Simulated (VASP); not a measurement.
**SrAlO: single point with PBE**

SrAlO:

```
CELL_PARAMETERS angstrom
3.73639 0.00000 0.00000
0.00000 3.73639 0.00000
0.00000 0.00000 3.99303
ATOMIC_POSITIONS crystal
Sr 0.00000 0.00000 0.00000
Al 0.50000 0.50000 0.50000
O 0.50000 0.50000 0.00000
```

```yaml
Program: VASP 6.6.1
Task: single point
Functional: PBE
Potentials_or_basis: VASP PAW PBE potentials, release 64 (Sr_sv, Al, O)
Cutoff: 520 eV
k_mesh: 6 × 6 × 4
Occupations: gaussian, width 0.1 eV
Spin: no spin polarisation
```

```
Pressure : 0.3 GPa
```

Stress tensor (GPa, compression positive):
```
0.38 0.00 0.00
0.00 0.38 0.00
0.00 0.00 0.13
```

Levels at points of the mesh, in eV from the Fermi level:
```tsv
k point	band 5	band 6	band 7	band 8	band 9	band 10	band 11	band 12	band 13	band 14
(0.00, 0.00, 0.00)	-16.93	-5.84	-4.83	-3.88	-3.88	0.95	3.67	4.85	4.85	5.41
(0.50, 0.00, 0.00)	-16.42	-5.94	-5.62	-4.66	-2.44	-1.12	4.29	4.41	5.53	6.21
(0.50, 0.50, 0.00)	-16.86	-5.71	-4.30	-4.30	-0.60	0.84	1.08	1.08	3.05	3.05
(0.00, 0.00, 0.50)	-16.90	-7.53	-3.75	-3.75	-1.02	1.95	1.95	1.98	2.24	5.23
(0.50, 0.00, 0.50)	-16.39	-7.52	-5.08	-4.52	-0.92	-0.41	3.98	4.53	4.60	5.45
(0.50, 0.50, 0.50)	-17.08	-6.91	-3.96	-3.96	-1.67	-1.67	2.58	4.03	4.87	7.38
```

It took 18 s on 1 thread of Intel(R) Xeon(R) Platinum 8259CL CPU @ 2.50GHz (Skylake/Cascade Lake) (shared host), peak memory 0.17 GiB.

Caveat: the k points lie up to 0.39 Å⁻¹ apart; an odd number of electrons without spin polarisation forces a metal; a magnetic or distorted state may lie lower.
